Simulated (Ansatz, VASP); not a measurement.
# Ru in VASP and in Ansatz

INCAR

```
  PREC = Accurate
  ENCUT = 520
  EDIFF = 1E-6
  ISMEAR = 0
  SIGMA = 0.15
  LREAL = False
  LASPH = True
  NELM = 60
  ALGO = Fast
  ISIF = 2
  LWAVE = False
  LCHARG = False
  GGA = PS
  NBANDS = 21
```

KPOINTS

```
Automatic mesh
0
Gamma
  21 21 12
```

Contents of POSCAR:

```
Ru
1.0
    2.6246253542      0.0000000000      0.0000000000
   -1.3123126771      2.2729922322      0.0000000000
    0.0000000000      0.0000000000      4.1534430000
Ru
2
Direct
    0.3333333333      0.6666666667      0.2500000000
    0.6666666667      0.3333333333      0.7500000000
```

Input for Ansatz:

```yaml
crystal:
  lattice:
    - [2.6246253542, 0.0, 0.0]
    - [-1.3123126771, 2.2729922322, 0.0]
    - [0.0, 0.0, 4.153443]
  atoms:
    - { symbol: Ru, position: [0.3333333333, 0.6666666667, 0.25] }
    - { symbol: Ru, position: [0.6666666667, 0.3333333333, 0.75] }
basis:
  ecutwfc: 420
kpoints:
  mp_grid: { grid: [21, 21, 12] }
hamiltonian:
  xc: pbesol
scf:
  occupations: { method: gaussian, width: 0.15 }
output:
  forces: true
  stress: true
  eigenvalues: true
```

Change from the starting cell: strain -0.030 along x and y, -0.030 along z, atoms carried along.

Alike in both runs: task single point; functional PBEsol; k mesh 21 × 21 × 12; occupations gaussian, width 0.15 eV; no spin polarisation.

|  | VASP | Ansatz |
| --- | --- | --- |
| version | VASP 6.6.1 | Ansatz 0.2.0 |
| potentials or method | VASP PAW PBE potentials, release 64 (Ru_pv), cutoff 520 eV | scalar-relativistic, plane waves, PAW |
| valence electrons in the cell | 28 | 32 |

```tsv
	VASP	Ansatz	Ansatz less VASP
gap on the k mesh at the Fermi level (eV)	none	none	-
pressure (GPa)	30.0	29.9	-0.11
traceless stress, the component that is largest in VASP (GPa)	0.24	0.20	-0.041
```

VASP's potentials were made for PBE, not for PBEsol. A gap of «none» marks a metal or a gap that the smearing closes. Both programs put the cell under a high pressure, so it lies far from rest at this level. VASP's potentials hold 28 valence electrons a cell and Ansatz's 32, so a difference there can come from the potentials and not from the codes.
